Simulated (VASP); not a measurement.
# Si in VASP: notebook, part 2 of 2

VASP 6.6.1.

## 4. Relaxation of the atoms, PBE+D3(BJ)

INCAR reads:

```
  PREC = Accurate
  ENCUT = 520
  EDIFF = 1E-6
  ISMEAR = 0
  SIGMA = 0.05
  LREAL = F
  LASPH = T
  NELM = 80
  ALGO = Normal
  ISIF = 2
  LWAVE = F
  LCHARG = F
  LDIPOL = T
  IDIPOL = 3
  DIPOL = 0.5 0.5 0.500
  GGA = PE
  IVDW = 12
  IBRION = 2
  NSW = 70
  EDIFFG = -0.03
```

KPOINTS reads:

```
Automatic mesh
0
Gamma
  8 8 1
```

POSCAR reads:

```
Si
1.0
    3.8333442603      0.0000000000      0.0000000000
    0.0000000000      3.8333442603      0.0000000000
    0.0000000000      0.0000000000     18.0658755816
Si
4
Selective dynamics
Direct
    0.0000000000      0.5000000000      0.3874708407  F F F
    0.0000000000      0.0000000000      0.4624902802  F F F
    0.5000000000      0.0000000000      0.5375097198  T T T
    0.5000000000      0.5000000000      0.6125291593  T T T
```

Potentials or basis: VASP PAW PBE potentials, release 64 (Si).

Started as:

```
cat potpaw_PBE.64/Si/POTCAR > POTCAR
mpirun -np 1 vasp_std > vasp.out
```

OUTCAR:

```text
PREC = Accurate
   ENCUT = 520
   EDIFF = 1E-6
   ISMEAR = 0
   LREAL = F
   LASPH = T
   NELM = 80
   ISIF = 2
   GGA = PE
   IVDW = 12
   IBRION = 2
   NSW = 70
   EDIFFG = -0.03
 IVDW          = 12

 ion  position               nearest neighbor table
   1  0.000  0.500  0.387-   2 2.35   2 2.35
   2  0.000  0.000  0.462-   1 2.35   1 2.35   3 2.35   3 2.35
   3  0.500  0.000  0.538-   4 2.35   4 2.35   2 2.35   2 2.35
   4  0.500  0.500  0.613-   3 2.35   3 2.35

  LATTYP: Found a simple tetragonal cell.
 ALAT       =     3.8333442603
 C/A-ratio  =     4.7128236743

  Lattice vectors:

 A1 = (   3.8333442603,   0.0000000000,   0.0000000000)
 A2 = (   0.0000000000,   3.8333442603,   0.0000000000)
 A3 = (   0.0000000000,   0.0000000000,  18.0658755816)

Analysis of symmetry for initial positions (statically):
=====================================================================
 Subroutine PRICEL returns:
 Original cell was already a primitive cell.

 Routine SETGRP: Setting up the symmetry group for a
 simple tetragonal supercell.

 Subroutine GETGRP returns: Found  8 space group operations
 (whereof  4 operations were pure point group operations)
 out of a pool of 16 trial point group operations.

The static configuration has the point symmetry C_2v.
 The point group associated with its full space group is D_2h.

Analysis of symmetry for dynamics (positions and initial velocities):
=====================================================================
 Subroutine PRICEL returns:
 Original cell was already a primitive cell.

 Routine SETGRP: Setting up the symmetry group for a
 simple tetragonal supercell.

 Subroutine GETGRP returns: Found  8 space group operations
 (whereof  4 operations were pure point group operations)
 out of a pool of 16 trial point group operations.

The dynamic configuration has the point symmetry C_2v.
 The point group associated with its full space group is D_2h.

Analysis of constrained symmetry for selective dynamics:
[... 163 lines left out ...]

  energy without entropy =      -18.03498741  energy(sigma->0) =      -18.03654191

------------------------ aborting loop because EDIFF is reached ----------------------------------------

 Edisp (eV)   -0.92771

 E8    (eV) :    -0.4043
[... 153 lines left out ...]
  FREE ENERGIE OF THE ION-ELECTRON SYSTEM (eV)
  ---------------------------------------------------
  free  energy   TOTEN  =       -18.9732390118 eV

  energy  without entropy=      -18.9703987250  energy(sigma->0) =      -18.97181887

 dipolmoment           0.000000      0.000000      0.000519 electrons x Angstroem

--------------------------------------- Ionic step        5  -------------------------------------------

 number of electron      16.0000000 magnetization

------------------------ aborting loop because EDIFF is reached ----------------------------------------
[... 37 lines left out ...]
--------------------------------------- Ionic step        6  -------------------------------------------

 number of electron      16.0000000 magnetization

 dipolmoment           0.000000      0.000000     -0.000441 electrons x Angstroem

 Free energy of the ion-electron system (eV)
  ---------------------------------------------------
  ext. energy  EPLUGINS =         0.00000000
  ---------------------------------------------------
  free energy    TOTEN  =       -18.05295656 eV

  energy without entropy =      -18.05049386  energy(sigma->0) =      -18.05172521

 E-fermi :  -1.9471     XC(G=0):  -3.9054

 val. band max:       -1.9796563820   @ k =   0.0000   0.5000   0.0000
 cond. band min:      -1.9209619830   @ k =  -0.3750   0.5000   0.0000
 fundamental gap:      0.0586943990
 Fermi energy:        -1.9470659012

 k-point     1 :       0.0000    0.0000    0.0000
  band No.  band energies     occupation
      1     -12.8345      2.00000
      2     -10.6788      2.00000
      3      -7.3770      2.00000
      4      -3.8748      2.00000
      5      -3.6566      2.00000
      6      -3.5797      2.00000
      7      -2.4947      2.00000
      8      -1.5597      0.00000
      9      -0.6115      0.00000
     10      -0.1355      0.00000
     11       0.0296      0.00000
     12       1.0601      0.00000
[... 331 lines left out ...]
 k-point    24 :      -0.3750    0.5000    0.0000
  band No.  band energies     occupation
      1     -10.2043      2.00000
      2      -8.8532      2.00000
      3      -8.5130      2.00000
      4      -8.4672      2.00000
      5      -5.1057      2.00000
      6      -4.4997      2.00000
      7      -3.1633      2.00000
      8      -3.0089      2.00000
      9      -1.9210      0.46031
     10      -1.4178      0.00000
     11       0.4676      0.00000
     12       1.4129      0.00000

 [... further k-points ...]

------------------------ aborting loop because EDIFF is reached ----------------------------------------

 vacuum level on the upper side and lower side of the slab       (xc-potential included)        -0.166        -0.131

 Edisp (eV)   -0.92256

 E8    (eV) :    -0.4017

  FORCE on cell =-STRESS in cart. coord.  units (eV):
  Direction    XX          YY          ZZ          XY          YZ          ZX
  --------------------------------------------------------------------------------------
  -------------------------------------------------------------------------------------
  Total      -3.36062    -1.50615    -0.17956     0.00000     0.00000     0.00000
  in kB     -20.28224    -9.08998    -1.08368     0.00000     0.00000     0.00000
  external pressure =      -10.15 kB  Pullay stress =        0.00 kB
[... 19 lines left out ...]
  FREE ENERGIE OF THE ION-ELECTRON SYSTEM (eV)
  ---------------------------------------------------
  free  energy   TOTEN  =       -18.9755137784 eV

  energy  without entropy=      -18.9730510803  energy(sigma->0) =      -18.97428243

 reached required accuracy - stopping structural energy minimisation

 vacuum level on the upper side and lower side of the slab         3.181         3.214
```

OSZICAR:

```text
N       E                     dE             d eps       ncg     rms          rms(c)
DAV:   1     0.723643300526E+02    0.72364E+02   -0.47453E+03   600   0.920E+02
DAV:   2    -0.120498240890E+02   -0.84414E+02   -0.80751E+02   996   0.146E+02
DAV:   3    -0.184041431480E+02   -0.63543E+01   -0.61914E+01   720   0.422E+01
[... 57 lines left out ...]
DAV:   2    -0.180529589927E+02   -0.11251E-03   -0.12626E-03   740   0.255E-01    0.243E-02
DAV:   3    -0.180529610298E+02   -0.20371E-05   -0.78885E-05   884   0.621E-02    0.152E-02
DAV:   4    -0.180529595574E+02    0.14725E-05   -0.34297E-05   756   0.421E-02    0.119E-02
DAV:   5    -0.180529562803E+02    0.32770E-05   -0.99217E-06   764   0.246E-02    0.298E-03
DAV:   6    -0.180529565567E+02   -0.27639E-06   -0.19204E-06   508   0.948E-03
   6 F= -.18975514E+02 E0= -.18974282E+02  d E =-.347909E-02
```

It took 4.2 min on 1 thread of Intel Xeon Platinum 8375C at 2.90GHz (Ice Lake), shared host; peak memory 0.38 GiB.

Results:

```yaml
Free_energy: -18.9755 eV
Energy_gained_by_relaxing: 2.4 meV/atom
Ionic_steps: 6
Band_gap_on_the_k_mesh: zero (bands 8 and 9 overlap by 0.68 eV)
Dispersion_energy_per_atom: -0.231 eV
```

Step by step:
| step | energy change (eV) | largest force on free atoms (eV/Å) | pressure (GPa) |
| --- | --- | --- | --- |
| 1 | 0.0000 | 0.3888 | -0.84 |
| 2 | -0.0052 | 0.1696 | -0.84 |
| 3 | -0.0062 | 0.1547 | -0.83 |
| 4 | -0.0074 | 0.1246 | -0.87 |
| 5 | -0.0095 | 0.0345 | -0.97 |
| 6 | -0.0097 | 0.0044 | -1.02 |

Final structure:
```cif
data_structure
_symmetry_space_group_name_H-M 'P 1'
_symmetry_Int_Tables_number 1
_cell_length_a 3.8333
_cell_length_b 3.8333
_cell_length_c 18.0659
_cell_angle_alpha 90.000
_cell_angle_beta 90.000
_cell_angle_gamma 90.000
_cell_volume 265.47
loop_
_atom_site_label
_atom_site_type_symbol
_atom_site_fract_x
_atom_site_fract_y
_atom_site_fract_z
_atom_site_occupancy
Si1 Si 0.00000 0.50000 0.38747 1
Si2 Si 0.00000 0.00000 0.46249 1
Si3 Si 0.50000 0.00000 0.54058 1
Si4 Si 0.50000 0.50000 0.61457 1
```

## 5. The runs side by side

| task | cell | k mesh | atoms held fixed (from 0) | gap on the mesh (eV) | largest force (eV/Å) |
| --- | --- | --- | --- | --- | --- |
| single point | a = 3.833, b = 3.833, c = 18.066 Å, 4 atoms, atomic positions A | 8 × 8 × 1 | - | none | 0.12 |
| single point | a = 7.667, b = 7.667, c = 21.203 Å, 16 atoms, atomic positions B | 4 × 4 × 1 | - | none | 0.12 |
| relaxation of the atoms | atoms relaxed from a = 3.833, b = 3.833, c = 18.066 Å, 4 atoms, atomic positions C | 8 × 8 × 1 | [0, 1] | none | - |

Alike in all rows: level PBE+D3(BJ); potentials or basis VASP PAW PBE potentials, release 64 (Si); no spin polarisation; cutoff (eV) 520; smearing gaussian 0.05 eV.

Absolute energies hang on the potentials; compare differences alone.
